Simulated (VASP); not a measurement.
A run of VASP 6.6.1 is set up as follows.

File POSCAR:

```
TiCo
1.0
    2.9887219807      0.0000000000      0.0000000000
    0.0000000000      3.0484964203      0.0000000000
    0.0000000000      0.0000000000      2.9887219807
Ti Co
1 1
Direct
    0.0000000000      0.0000000000      0.0000000000
    0.5000000000      0.5000000000      0.5000000000
```

File INCAR.step1:

```
  PREC = Accurate
  ENCUT = 520
  ISMEAR = 0
  SIGMA = 0.05
  LREAL = False
  LASPH = True
  NELM = 150
  ISPIN = 2
  MAGMOM = -0.29 1.55
  LMAXMIX = 4
  NBANDS = 22
  GGA = PE
  ALGO = Normal
  EDIFF = 1E-4
  LWAVE = True
  LCHARG = False
```

INCAR.step2

```
  PREC = Accurate
  ENCUT = 520
  EDIFF = 1E-7
  ISMEAR = 0
  SIGMA = 0.05
  LREAL = False
  LASPH = True
  NELM = 150
  ALGO = Normal
  ISIF = 2
  LWAVE = False
  LCHARG = False
  ISPIN = 2
  MAGMOM = -0.29 1.55
  LORBIT = 11
  LMAXMIX = 4
  METAGGA = R2SCAN
  LMIXTAU = True
  NBANDS = 22
  ISTART = 1
```

File KPOINTS:

```
Automatic mesh
0
Gamma
  12 12 12
```

Potentials or basis: VASP PAW PBE potentials, release 64 (Ti_sv, Co).

Launch:

```bash
$ cat potpaw_PBE.64/Ti_sv/POTCAR potpaw_PBE.64/Co/POTCAR > POTCAR
$ cp INCAR.step1 INCAR
$ mpirun -np 1 vasp_std > vasp.out
$ cp INCAR.step2 INCAR
$ mpirun -np 1 vasp_std > vasp.out
```

(1) Predict the net moment.

(2) Estimate the site moments.

(3) Estimate the pressure.

Results:

(1) 0.89 μB per cell.

(2) Ti -0.31; Co +1.42 μB.

(3) -2.8 GPa.

Caveat: the PAW data sets were made with another functional, which shifts forces and pressure a little.
